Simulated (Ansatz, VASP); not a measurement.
# Two plane-wave programs on BAs

POSCAR

```
BAs
1.0
    0.0000000000      2.3918676038      2.3918676038
    2.3799082657      0.0000000000      2.3918676038
    2.3799082657      2.3918676038      0.0000000000
B As
1 1
Direct
    0.0000000000      0.0000000000      0.0000000000
    0.2500000000      0.2500000000      0.2500000000
```

Contents of INCAR.step1:

```
SYSTEM = BAs
ALGO = Normal ; EDIFF = 1E-4
ENCUT = 520 ; GGA = PE
ISMEAR = 0 ; LASPH = .TRUE.
LCHARG = .FALSE. ; LREAL = .FALSE.
LWAVE = .TRUE. ; NBANDS = 11
NELM = 80 ; PREC = Accurate
SIGMA = 0.01
```

INCAR.step2

```
SYSTEM = BAs
ALGO = Normal ; EDIFF = 1E-6
ENCUT = 520 ; ISIF = 2
ISMEAR = 0 ; ISTART = 1
LASPH = .TRUE. ; LCHARG = .FALSE.
LMIXTAU = .TRUE. ; LREAL = .FALSE.
LWAVE = .FALSE. ; METAGGA = R2SCAN
NBANDS = 11 ; NELM = 80
PREC = Accurate ; SIGMA = 0.01
```

KPOINTS

```
k-points
0
G
  10 10 10
  0 0 0
```

Input for Ansatz:

```yaml
crystal:
  lattice:
    - [0.0, 2.3918676038, 2.3918676038]
    - [2.3799082657, 0.0, 2.3918676038]
    - [2.3799082657, 2.3918676038, 0.0]
  atoms:
    - { symbol: B, position: [0.0, 0.0, 0.0] }
    - { symbol: As, position: [0.25, 0.25, 0.25] }
kpoints:
  mp_grid: { grid: [10, 10, 10] }
  band_path:
    path:
      - [0.0, 0.0, 0.0]
      - [-0.5, -0.5, 0.0]
      - [-0.375, -0.375, 0.25]
      - [-0.375, 0.0, 0.375]
      - [0.0, 0.0, 0.5]
      - [-0.5, -0.25, 0.25]
      - [0.0, 0.398437, 0.398438]
    npoints: 1
hamiltonian:
  xc: r2scan
scf:
  occupations: { method: fixed }
  n_extra_bands: 4
output:
  forces: true
  stress: true
  eigenvalues: true
  write_density: true
  write_potential: true
  elf: true
  volumetric_format: npy
```

Change from the starting cell: uniaxial_x strain -0.5%.

Alike in both runs: task single point; functional r2SCAN; k mesh 10 × 10 × 10; no spin polarisation.

|  | VASP | Ansatz |
| --- | --- | --- |
| version | VASP 6.6.1 | Ansatz 0.2.0 |
| potentials or method | VASP PAW PBE potentials, release 64 (B, As) | plane waves, PAW |
| plane-wave cutoff (eV) | 520 | 500 |
| occupations | gaussian, width 0.01 eV | fixed |
| valence electrons in the cell | 8 | 18 |

```tsv
	VASP	Ansatz	Ansatz less VASP
gap on the k mesh at the Fermi level (eV)	1.29	1.29	0.000
pressure (GPa)	1.0	0.7	-0.26
traceless stress, the component that is largest in VASP (GPa)	0.74	0.74	+0.001
```

VASP's potentials were made for PBE, not for r2SCAN. VASP's potentials hold 8 valence electrons a cell and Ansatz's 18, so a difference there can come from the potentials and not from the codes.
